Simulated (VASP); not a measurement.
Here is a VASP 6.6.1 calculation.

POSCAR

```
I
1.0
    3.6350350000     -2.3950200000      0.0000000000
    3.6350350000      2.3950200000      0.0000000000
    0.0000000000      0.0000000000      9.7934400000
I
4
Direct
    0.6493000000      0.3507000000      0.3844000000
    0.1493000000      0.8507000000      0.1156000000
    0.3507000000      0.6493000000      0.6156000000
    0.8507000000      0.1493000000      0.8844000000
```

INCAR.step1

```
SYSTEM = I
  ALGO = Normal
  EDIFF = 1E-5
  ENCUT = 520
  GGA = PE
  ISIF = 2
  ISMEAR = 0
  KPAR = 4
  LASPH = .True.
  LCHARG = .False.
  LREAL = .False.
  LWAVE = .True.
  NBANDS = 22
  NELM = 80
  PREC = Accurate
  SIGMA = 0.02
```

Contents of INCAR.step2:

```
SYSTEM = I
  AEXX = 0.25
  ALGO = Normal
  EDIFF = 1E-6
  ENCUT = 520
  GGA = PE
  HFRCUT = -1
  ISIF = 2
  ISMEAR = 0
  ISTART = 1
  KPAR = 4
  LASPH = .True.
  LCHARG = .False.
  LHFCALC = .True.
  LREAL = .False.
  LWAVE = .False.
  NBANDS = 22
  NELM = 80
  PREC = Accurate
  PRECFOCK = Fast
  SIGMA = 0.02
```

File KPOINTS:

```
k-points
0
Gamma
  6 6 2
  0 0 0
```

Contents of KPOINTS_OPT:

```
path GXSRAZGYX1A1TY,ZT
10
line-mode
reciprocal
 0.0000000000  0.0000000000  0.0000000000  G
 0.3585278261 -0.3585278261  0.0000000000  X

 0.3585278261 -0.3585278261  0.0000000000  X
 0.0000000000 -0.5000000000  0.0000000000  S

 0.0000000000 -0.5000000000  0.0000000000  S
 0.0000000000 -0.5000000000 -0.5000000000  R

 0.0000000000 -0.5000000000 -0.5000000000  R
 0.3585278261 -0.3585278261 -0.5000000000  A

 0.3585278261 -0.3585278261 -0.5000000000  A
 0.0000000000  0.0000000000 -0.5000000000  Z

 0.0000000000  0.0000000000 -0.5000000000  Z
 0.0000000000  0.0000000000  0.0000000000  G

 0.0000000000  0.0000000000  0.0000000000  G
-0.5000000000 -0.5000000000  0.0000000000  Y

-0.5000000000 -0.5000000000  0.0000000000  Y
-0.3585278261 -0.6414721739  0.0000000000  X1

-0.3585278261 -0.6414721739  0.0000000000  X1
-0.3585278261 -0.6414721739 -0.5000000000  A1

-0.3585278261 -0.6414721739 -0.5000000000  A1
-0.5000000000 -0.5000000000 -0.5000000000  T

-0.5000000000 -0.5000000000 -0.5000000000  T
-0.5000000000 -0.5000000000  0.0000000000  Y

 0.0000000000  0.0000000000 -0.5000000000  Z
-0.5000000000 -0.5000000000 -0.5000000000  T
```

Potentials or basis: VASP PAW PBE potentials, release 64 (I).

Run with:

```sh
$ cat potpaw_PBE.64/I/POTCAR > POTCAR
$ cp INCAR.step1 INCAR
$ mpirun -np 4 vasp_std > vasp.out
$ cp INCAR.step2 INCAR
$ mpirun -np 4 vasp_std > vasp.out
```

Question: Estimate the band gap on the k mesh.

Answer: 2.86 eV (least direct gap 3.08 eV).

Question: What does it give for the pressure?

Answer: 0.7 GPa.

Levels at the corners of the path, in eV from the valence-band top:
| point | band 10 | band 11 | band 12 | band 13 | band 14 | band 15 | band 16 | band 17 | band 18 | band 19 |
| --- | --- | --- | --- | --- | --- | --- | --- | --- | --- | --- |
| Γ | -1.38 | -1.22 | -0.60 | -0.21 | -0.13 | 2.94 | 3.89 | 6.86 | 6.90 | 7.05 |
| X | -2.52 | -1.77 | -1.04 | -0.65 | -0.38 | 3.22 | 3.49 | 7.87 | 8.03 | 9.12 |
| X | -2.52 | -1.77 | -1.04 | -0.65 | -0.38 | 3.22 | 3.49 | 7.87 | 8.03 | 9.12 |
| S | -1.92 | -1.32 | -1.32 | -0.51 | -0.51 | 3.83 | 3.83 | 7.03 | 7.03 | 9.11 |
| S | -1.92 | -1.32 | -1.32 | -0.51 | -0.51 | 3.83 | 3.83 | 7.03 | 7.03 | 9.11 |
| R | -2.03 | -0.88 | -0.88 | 0.00 | 0.00 | 3.27 | 3.27 | 7.41 | 7.41 | 8.20 |
| R | -2.03 | -0.88 | -0.88 | 0.00 | 0.00 | 3.27 | 3.27 | 7.41 | 7.41 | 8.20 |
| A | -2.91 | -0.98 | -0.98 | -0.61 | -0.61 | 3.34 | 3.34 | 8.49 | 8.49 | 8.64 |
| A | -2.91 | -0.98 | -0.98 | -0.61 | -0.61 | 3.34 | 3.34 | 8.49 | 8.49 | 8.64 |
| Z | -1.45 | -1.11 | -1.11 | -0.17 | -0.17 | 3.23 | 3.23 | 7.36 | 7.36 | 7.87 |
| Z | -1.45 | -1.11 | -1.11 | -0.17 | -0.17 | 3.23 | 3.23 | 7.36 | 7.36 | 7.87 |
| Γ | -1.38 | -1.22 | -0.60 | -0.21 | -0.13 | 2.94 | 3.89 | 6.86 | 6.90 | 7.05 |
| Γ | -1.38 | -1.22 | -0.60 | -0.21 | -0.13 | 2.94 | 3.89 | 6.86 | 6.90 | 7.05 |
| Y | -2.15 | -2.09 | -1.45 | -0.79 | -0.43 | 2.86 | 3.46 | 6.73 | 7.47 | 7.64 |
| Y | -2.15 | -2.09 | -1.45 | -0.79 | -0.43 | 2.86 | 3.46 | 6.73 | 7.47 | 7.64 |
| X1 | -2.52 | -1.77 | -1.04 | -0.65 | -0.38 | 3.22 | 3.49 | 7.87 | 8.03 | 9.12 |
| X1 | -2.52 | -1.77 | -1.04 | -0.65 | -0.38 | 3.22 | 3.49 | 7.87 | 8.03 | 9.12 |
| A1 | -2.91 | -0.98 | -0.98 | -0.61 | -0.61 | 3.34 | 3.34 | 8.49 | 8.49 | 8.64 |
| A1 | -2.91 | -0.98 | -0.98 | -0.61 | -0.61 | 3.34 | 3.34 | 8.49 | 8.49 | 8.64 |
| T | -2.05 | -1.34 | -1.34 | -1.16 | -1.16 | 2.99 | 2.99 | 7.72 | 7.72 | 8.73 |
| T | -2.05 | -1.34 | -1.34 | -1.16 | -1.16 | 2.99 | 2.99 | 7.72 | 7.72 | 8.73 |
| Y | -2.15 | -2.09 | -1.45 | -0.79 | -0.43 | 2.86 | 3.46 | 6.73 | 7.47 | 7.64 |
| Z | -1.45 | -1.11 | -1.11 | -0.17 | -0.17 | 3.23 | 3.23 | 7.36 | 7.36 | 7.87 |
| T | -2.05 | -1.34 | -1.34 | -1.16 | -1.16 | 2.99 | 2.99 | 7.72 | 7.72 | 8.73 |

Caveat: this functional lacks dispersion, which holds the molecules together, so the pressure and a relaxed volume are unreliable; the PAW data sets were made with another functional, which shifts forces and pressure a little; spin-orbit coupling is left out, which moves the levels of the heavy elements.
